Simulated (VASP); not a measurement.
A run of VASP 6.6.1 is set up as follows.

INCAR

```
SYSTEM = CuO
  PREC = Accurate
  ENCUT = 520
  EDIFF = 1E-7
  ISMEAR = -1
  SIGMA = 0.05
  LREAL = .False.
  LASPH = .True.
  NELM = 60
  ALGO = Normal
  ISIF = 2
  LWAVE = .False.
  LCHARG = .True.
  GGA = PE
  LELF = .True.
  LVHAR = .True.
  NBANDS = 25
```

KPOINTS

```
Automatic mesh
0
Gamma
  9 9 5
  0 0 0
```

POSCAR

```
CuO
1.0
    1.9884068201     -2.0567905368      0.0000000000
    1.9884068201      2.0567905368      0.0000000000
    0.0000000000      0.0000000000      5.1326712934
Cu O
2 2
Direct
    0.5000000000      0.0000000000      0.0000000000
    0.0000000000      0.5000000000      0.5000000000
    0.5000000000      0.5000000000      0.2500000000
    0.5000000000      0.5000000000      0.7500000000
```

Potentials or basis: VASP PAW PBE potentials, release 64 (Cu, O).

Command:

```sh
$ cat potpaw_PBE.64/Cu/POTCAR potpaw_PBE.64/O/POTCAR > POTCAR
$ mpirun -np 1 vasp_std > vasp.out
```

Estimate the pressure.

10.8 GPa.

What does it give for the band gap on the k mesh?

Zero (band 17 reaches 6.21 eV, above the bottom of band 18 at 5.28 eV).

Stress tensor (GPa, compression positive):
```
10.62  0.00  0.00
 0.00 10.62  0.00
 0.00  0.00 11.18
```

Caveat: semilocal functionals often make such compounds metallic where correlation or magnetic order opens a gap, which also shifts bond lengths. With open d or f shells a metallic result of PBE can be an artefact of self-interaction; +U or a hybrid may open a gap.
